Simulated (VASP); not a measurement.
Here is a VASP 6.6.1 calculation.

The input INCAR:

```
PREC = Accurate
ENCUT = 520
EDIFF = 1E-7
ISMEAR = 0
SIGMA = 0.01
LREAL = False
LASPH = True
NELM = 60
ALGO = Normal
ISIF = 2
LWAVE = False
LCHARG = False
GGA = PE
NBANDS = 21
```

File KPOINTS:

```
Automatic mesh
0
Gamma
  12 12 4
```

Contents of POSCAR:

```
SiC2
1.0
    2.9301444276      0.0000000000      0.0000000000
   -1.4650722138      2.5375795110      0.0000000000
    0.0000000000      0.0000000000      7.1754817305
C Si
4 2
Direct
    0.0000000000      0.0000000000     -0.0197225612
    0.6666666667      0.3333333333      0.6910394813
    0.3333333333      0.6666666667      0.3353027557
    0.6666666667      0.3333333333      0.9057115828
    0.3333333333      0.6666666667      0.5953175289
    0.0000000000      0.0000000000      0.2423512125
```

Potentials or basis: VASP PAW PBE potentials, release 64 (C, Si).

Run with:

```bash
$ cat potpaw_PBE.64/C/POTCAR potpaw_PBE.64/Si/POTCAR > POTCAR
$ mpirun -np 1 vasp_std > vasp.out
```

Predict the band gap on the k mesh.

1.33 eV, indirect (least direct gap 3.05 eV).

Predict the pressure.

3.4 GPa.

Stress tensor (GPa, compression positive):
```
3.19 0.00 0.00
0.00 3.19 0.00
0.00 0.00 3.78
```

A k mesh can miss the band edges. PBE gaps usually lie below the measured ones, often by a third to a half.
